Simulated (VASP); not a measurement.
Write the native input for VASP 6.6.1 that does the following.

```yaml
Task: single point
Functional: LDA
Potentials_or_basis: VASP PAW LDA potentials, release 64 (Ir)
Cutoff: 520 eV
k_mesh: 11 × 11 × 6
Occupations: fermi-dirac, width 0.05 eV
Spin: no spin polarisation
Dipole_correction: no
Further_INCAR_settings: ALGO = Normal; EDIFF = 1e-07; NBANDS = 16
```

The structure of Ir lies in POSCAR:

```
Ir
1.0
    2.7058918376      0.0000000000      0.0000000000
   -1.3529459188      2.3433710712      0.0000000000
    0.0000000000      0.0000000000      4.3864229126
Ir
2
Direct
    0.3333333333      0.6666666667      0.2500000000
    0.6666666667      0.3333333333      0.7500000000
```

One way to write it, as run:

INCAR

```
ALGO     = Normal         # electronic algorithm
EDIFF    = 1E-7           # SCF threshold, eV
ENCUT    = 520            # plane-wave cutoff, eV
GGA      = CA             # functional
ISIF     = 2              # what is computed and relaxed
ISMEAR   = -1             # smearing method
LASPH    = True           # aspherical terms in the spheres
LCHARG   = False          # write CHGCAR
LREAL    = False          # projectors in reciprocal space
LWAVE    = False          # write WAVECAR
NBANDS   = 16             # bands
NELM     = 80             # most SCF steps
PREC     = Accurate       # precision mode
SIGMA    = 0.05           # smearing width, eV
```

KPOINTS

```
k-points
0
Gamma
  11 11 6
```

Potentials or basis: VASP PAW LDA potentials, release 64 (Ir).

Command:

```bash
$ cat potpaw_LDA.64/Ir/POTCAR > POTCAR
$ mpirun -np 1 vasp_std > vasp.out
```

It gave:

* Pressure: 2.6 GPa
* Band gap on the k mesh: zero (band 9 reaches 11.75 eV, above the bottom of band 10 at 8.40 eV)

Caveat: spin-orbit coupling is left out, which moves the levels of the heavy elements.

Run time: 36 s on 1 thread of Intel Xeon 8259CL, on a shared host, peak memory 0.15 GiB.
